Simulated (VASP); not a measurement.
Write the native input for VASP 6.6.1 that does the following.

```yaml
Task: G0W0 quasiparticle levels
Functional: PBE
Potentials_or_basis: VASP PAW PBE potentials, release 64 (Mg_GW, O_GW)
Cutoff: 500 eV
k_mesh: 6 × 6 × 6
Occupations: gaussian, width 0.01 eV
Spin: no spin polarisation
Dipole_correction: no
GW_scheme: G0W0
GW_iterations: 1
Cutoff_of_the_response_function: 150
Frequency_points: 96
Empty_bands: 83
Further_INCAR_settings: ALGO = EVGW0; EDIFF = 1e-08; NBANDS = 87
```

MgO:

```xyz
2
Lattice="0.0000 2.1547 2.1547 2.1547 0.0000 2.1547 2.1547 2.1547 0.0000" Properties=species:S:1:pos:R:3 pbc="T T T"
Mg    0.0000    0.0000    0.0000
O     2.1547    2.1547    2.1547
```

The input as run:

POSCAR

```
MgO
1.0
    0.0000000000      2.1547216012      2.1547216012
    2.1547216012      0.0000000000      2.1547216012
    2.1547216012      2.1547216012      0.0000000000
Mg O
1 1
Direct
    0.0000000000      0.0000000000      0.0000000000
    0.5000000000      0.5000000000      0.5000000000
```

INCAR.step1

```
SYSTEM = MgO
PREC = Accurate ; ENCUT = 500
EDIFF = 1E-8 ; ISMEAR = 0
SIGMA = 0.01 ; LREAL = .FALSE.
LASPH = .TRUE. ; NELM = 100
ALGO = Normal ; LWAVE = .TRUE.
LCHARG = .FALSE. ; GGA = PE
```

INCAR.step2

```
SYSTEM = MgO
PREC = Accurate ; ENCUT = 500
EDIFF = 1E-8 ; ISMEAR = 0
SIGMA = 0.01 ; LREAL = .FALSE.
LASPH = .TRUE. ; NELM = 1
ALGO = Exact ; LWAVE = .TRUE.
LCHARG = .FALSE. ; GGA = PE
NBANDS = 87 ; LOPTICS = .TRUE.
ISTART = 1
```

INCAR.step3

```
SYSTEM = MgO
PREC = Accurate ; ENCUT = 500
EDIFF = 1E-8 ; ISMEAR = 0
SIGMA = 0.01 ; LREAL = .FALSE.
LASPH = .TRUE. ; ALGO = EVGW0
LWAVE = .FALSE. ; LCHARG = .FALSE.
GGA = PE ; NELMGW = 1
NBANDS = 87 ; ENCUTGW = 150.0
NOMEGA = 96 ; PRECFOCK = Fast
ISTART = 1 ; NBANDSGW = 12
OMEGAMAX = 20
```

KPOINTS

```
regular mesh
0
G
  6 6 6
  0 0 0
```

Potentials or basis: VASP PAW PBE potentials, release 64 (Mg_GW, O_GW).

Command:

```console
$ cat potpaw_PBE.64/Mg_GW/POTCAR potpaw_PBE.64/O_GW/POTCAR > POTCAR
$ cp INCAR.step1 INCAR
$ mpirun -np 1 vasp_std > vasp.out
$ cp INCAR.step2 INCAR
$ mpirun -np 1 vasp_std > vasp.out
$ cp INCAR.step3 INCAR
$ mpirun -np 1 vasp_std > vasp.out
```

It gave:

| Item | Value |
| --- | --- |
| Quasiparticle gap | 6.44 eV |
| Least direct quasiparticle gap | 6.44 eV |
| Band gap of the starting levels on the mesh | 4.09 eV |
| Least direct gap of the starting levels on the mesh | 4.09 eV |

Caveat: the k points lie up to 0.42 Å⁻¹ apart; bands, screening cutoff and mesh are small and nothing is extrapolated, so the quasiparticle values aren't converged.

Wall time 2.9 min on 1 thread of AMD EPYC 9R45 96-Core Processor (Zen 5), with other jobs on the host, peak memory 0.35 GiB.
